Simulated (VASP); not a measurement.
Runs of VASP 6.6.1 on GaN. The structure is that of space group I4/mmm (No. 139), or close to it. The cells are those of the table. 

| cell | gap on the mesh (eV) | pressure (GPa) |
| --- | --- | --- |
| a = 3.363, b = 3.363, c = 2.638 Å, angles 66.9, 66.9, 46.2°, 2 atoms | 0.53 | 49.4 |
| a = 3.209, b = 3.209, c = 2.767 Å, angles 64.5, 64.5, 51.1°, 2 atoms | 0.40 | 16.5 |
| a = 3.295, b = 3.295, c = 2.690 Å, angles 65.9, 65.9, 48.2°, 2 atoms | 0.45 | 34.0 |
| a = 2.958, b = 2.958, c = 3.188 Å, angles 57.4, 57.4, 65.2°, 2 atoms | (a) | 2.8 |
| a = 2.942, b = 2.942, c = 3.280 Å, angles 56.1, 56.1, 67.8°, 2 atoms | 0.95 | (b) |

Alike in all rows: task single point; level r2SCAN; potentials or basis VASP PAW PBE potentials, release 64 (Ga_d, N); no spin polarisation; k mesh 12 × 12 × 12; cutoff (eV) 520; smearing gaussian 0.05 eV.

**Question.** Fill in the values left out.

**Answer.** (a) 0.50; (b) 17.4.

Caveats: the PAW data sets were made with another functional, which shifts forces and pressure a little; semilocal functionals underestimate gaps, and a narrow one can read as zero (at least some runs); the stress differs along the axes, from -6 to 77 GPa (at least some runs); the stress differs along the axes, from -11 to 30 GPa (at least some runs); the stress differs along the axes, from -8 to 55 GPa (at least some runs); the stress differs along the axes, from -8 to 24 GPa (at least some runs); the stress differs along the axes, from -3 to 58 GPa (at least some runs).

A k mesh can miss the band edges, and the runs leave out spin-orbit coupling on Ga.
